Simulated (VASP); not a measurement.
A run of VASP 6.6.1:

File INCAR:

```
SYSTEM = Re2C
PREC = Accurate ; ENCUT = 600
EDIFF = 1E-6 ; ISMEAR = 0
SIGMA = 0.1 ; LREAL = .False.
LASPH = .True. ; NELM = 100
ALGO = Normal ; ISIF = 3
LWAVE = .False. ; LCHARG = .False.
GGA = PS ; IVDW = 12
IBRION = 2 ; NSW = 100
EDIFFG = -0.002 ; PSTRESS = 1800.0
```

KPOINTS

```
regular mesh
0
Gamma
  15 15 4
  0 0 0
```

Contents of POSCAR:

```
Re2C
1.0
    2.5831462171      0.0000000000      0.0000000000
   -1.2915731086      2.2370702458      0.0000000000
    0.0000000000      0.0000000000      9.1439116799
Re C
4 2
Direct
    0.3333333333      0.6666666667      0.6073245466
    0.6666666667      0.3333333333      0.1073245466
    0.6666666667      0.3333333333      0.3926754534
    0.3333333333      0.6666666667      0.8926754534
    0.3333333333      0.6666666667      0.2500000000
    0.6666666667      0.3333333333      0.7500000000
```

Potentials or basis: VASP PAW PBE potentials, release 64 (Re, C).

Run with:

```bash
$ cat potpaw_PBE.64/Re/POTCAR potpaw_PBE.64/C/POTCAR > POTCAR
$ mpirun -np 1 vasp_std > vasp.out
```

Hardware: 1 thread of Intel(R) Xeon(R) 6975P-C (Granite Rapids), on a shared host.

**Question.** Estimate the wall time of this run.

**Answer.** Run time: 7.6 min on 1 thread of Intel(R) Xeon(R) 6975P-C (Granite Rapids) (shared host), peak memory 0.27 GiB. Counts: scf iterations 71, k points 81, ion steps 14.
